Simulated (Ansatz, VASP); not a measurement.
## Cu in VASP and in Ansatz

File INCAR:

```
PREC = Accurate
ENCUT = 520
EDIFF = 1E-8
ISMEAR = -1
SIGMA = 0.08
LREAL = False
LASPH = True
NELM = 100
ALGO = Normal
ISIF = 2
LWAVE = False
LCHARG = False
GGA = PS
LEFG = True
NBANDS = 12
```

The input KPOINTS:

```
Automatic mesh
0
Gamma
  19 19 19
```

File POSCAR:

```
Cu
1.0
    0.0000000000      1.8075000000      1.8075000000
    1.8075000000      0.0000000000      1.8075000000
    1.8075000000      1.8075000000      0.0000000000
Cu
1
Direct
    0.0000000000      0.0000000000      0.0000000000
```

Input for Ansatz:

```yaml
crystal:
  lattice:
    - [0.0, 1.8075, 1.8075]
    - [1.8075, 0.0, 1.8075]
    - [1.8075, 1.8075, 0.0]
  atoms:
    - { symbol: Cu, position: [0.0, 0.0, 0.0] }
kpoints:
  mp_grid: { grid: [19, 19, 19] }
  band_path:
    path:
      - [0.0, 0.0, 0.0]
      - [0.5, 0.0, 0.5]
      - [0.625, 0.25, 0.625]
      - [0.375, 0.375, 0.75]
      - [0.0, 0.0, 0.0]
      - [0.5, 0.5, 0.5]
      - [0.5, 0.25, 0.75]
      - [0.5, 0.0, 0.5]
    npoints: 14
scf:
  occupations: { method: fermi_dirac, width: 0.08 }
hamiltonian:
  xc: pbesol
  pseudopotentials: { kind: paw }
output:
  forces: true
  stress: true
  eigenvalues: true
  efg: { contact_densities: true }
  populations: true
  bader: true
  dos: { projected: true, de: 0.2, e_range: [-14, 8] }
  write_density: true
  write_potential: true
  elf: true
  volumetric_format: npy
```

Alike in both runs: task electric field gradients; functional PBEsol; k mesh 19 × 19 × 19; occupations fermi-dirac, width 0.08 eV; no spin polarisation.

```csv
,VASP,Ansatz
version,VASP 6.6.1,Ansatz 0.2.0
potentials or method,"VASP PAW PBE potentials, release 64 (Cu)","PAW with Ansatz's default frozen-core files, scalar-relativistic"
plane-wave cutoff (eV),520,420
valence electrons in the cell,11,19
```

Ansatz gave:

* pressure (GPa): -6.5

Question: Estimate VASP's values.

Answer: Pressure (GPa): -5.8.

VASP's potentials were made for PBE, not for PBEsol. With one functional, cell and mesh, what is left measures potentials, basis and numerics. VASP's potentials hold 11 valence electrons a cell and Ansatz's 19, so a difference there can come from the potentials and not from the codes.
